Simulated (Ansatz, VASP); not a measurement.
# Two plane-wave programs on ZnSe

INCAR

```
SYSTEM = ZnSe
PREC = Accurate
ENCUT = 520
EDIFF = 1E-7
ISMEAR = 0
SIGMA = 0.02
LREAL = .False.
LASPH = .True.
NELM = 100
ALGO = Normal
ISIF = 2
LWAVE = .False.
LCHARG = .False.
GGA = PS
NBANDS = 26
```

Contents of KPOINTS:

```
Automatic mesh
0
Gamma
  8 8 6
  0 0 0
```

File POSCAR:

```
ZnSe
1.0
    2.9292886247      2.9292886247      0.0000000000
   -2.9292886247      2.9292886247      0.0000000000
    0.0000000000      0.0000000000      5.8585772494
Zn Se
2 2
Direct
    0.0000000000      0.0000000000      0.0000000000
    0.5000000000      0.5000000000      0.5000000000
    0.5000000000      0.0000000000      0.2500000000
    0.0000000000      0.5000000000      0.7500000000
```

Input for Ansatz:

```yaml
crystal:
  lattice:
    - [2.9292886247, 2.9292886247, 0.0]
    - [-2.9292886247, 2.9292886247, 0.0]
    - [0.0, 0.0, 5.8585772494]
  atoms:
    - { symbol: Zn, position: [0.0, 0.0, 0.0] }
    - { symbol: Zn, position: [0.5, 0.5, 0.5] }
    - { symbol: Se, position: [0.5, 0.0, 0.25] }
    - { symbol: Se, position: [0.0, 0.5, 0.75] }
basis:
  ecutwfc: 420
kpoints:
  mp_grid: { grid: [8, 8, 6] }
  band_path: { path: [VBM, CBM], npoints: 2 }
hamiltonian:
  xc: pbesol
scf:
  occupations: { method: gaussian, width: 0.02 }
output:
  forces: true
  stress: true
  eigenvalues: true
checkpoint:
  read: start.run
  write: ck
  compress: false
  write_wavefunctions: false
  write_every: 100000
```

Alike in both runs: task single point; functional PBEsol; k mesh 8 × 8 × 6; occupations gaussian, width 0.02 eV; no spin polarisation.

|  | VASP | Ansatz |
| --- | --- | --- |
| version | VASP 6.6.1 | Ansatz 0.2.0 |
| potentials or method | VASP PAW PBE potentials, release 64 (Zn, Se), cutoff 520 eV | scalar-relativistic, plane waves, PAW |
| valence electrons in the cell | 36 | 56 |

|  | VASP | Ansatz | Ansatz less VASP |
| --- | --- | --- | --- |
| gap on the k mesh at the Fermi level (eV) | 0.80 | 0.80 | 0.000 |
| least direct gap on the mesh (eV) | 0.80 | 0.80 | 0.000 |
| pressure (GPa) | -5.7 | -5.9 | -0.17 |

VASP's potentials were made for PBE, not for PBEsol. VASP's potentials hold 36 valence electrons a cell and Ansatz's 56, so a difference there can come from the potentials and not from the codes.
